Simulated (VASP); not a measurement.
Here is a VASP 6.6.1 calculation.

File POSCAR:

```
GaSb
1.0
    0.0000000000      2.9741640197      3.0661484739
    2.9741640197      0.0000000000      3.0661484739
    2.9741640197      2.9741640197      0.0000000000
Ga Sb
1 1
Direct
    0.0000000000      0.0000000000      0.0000000000
    0.7500000000      0.7500000000      0.7500000000
```

INCAR.step1

```
SYSTEM = GaSb
PREC = Accurate ; ENCUT = 520
ISMEAR = 0 ; SIGMA = 0.05
LREAL = .FALSE. ; LASPH = .TRUE.
NELM = 100 ; NBANDS = 16
GGA = PE ; ALGO = Normal
EDIFF = 1E-4 ; LWAVE = .TRUE.
LCHARG = .FALSE.
```

The input INCAR.step2:

```
SYSTEM = GaSb
PREC = Accurate ; ENCUT = 520
EDIFF = 1E-6 ; ISMEAR = 0
SIGMA = 0.05 ; LREAL = .FALSE.
LASPH = .TRUE. ; NELM = 100
ALGO = Normal ; ISIF = 2
LWAVE = .FALSE. ; LCHARG = .FALSE.
METAGGA = R2SCAN ; LMIXTAU = .TRUE.
NBANDS = 16 ; ISTART = 1
```

Contents of KPOINTS:

```
Automatic mesh
0
G
  10 10 10
  0 0 0
```

Potentials or basis: VASP PAW PBE potentials, release 64 (Ga_d, Sb).

Command:

```console
$ cat potpaw_PBE.64/Ga_d/POTCAR potpaw_PBE.64/Sb/POTCAR > POTCAR
$ cp INCAR.step1 INCAR
$ mpirun -np 1 vasp_std > vasp.out
$ cp INCAR.step2 INCAR
$ mpirun -np 1 vasp_std > vasp.out
```

**Question.** Predict the band gap on the k mesh.

**Answer.** 0.73 eV, indirect (least direct gap 0.79 eV).

**Question.** What does it give for the pressure?

**Answer.** 3.9 GPa.

Stress tensor (GPa, compression positive):
```
4.41 0.00 0.00
0.00 4.41 0.00
0.00 0.00 2.78
```

Caveat: the cell differs from its parent crystal (strain -0.0300 x Voigt [1, 1, 0, 0, 0, 0]); the PAW data sets were made with another functional, which shifts forces and pressure a little; spin-orbit coupling is left out, which moves the levels of the heavy elements. A k mesh can miss the band edges.
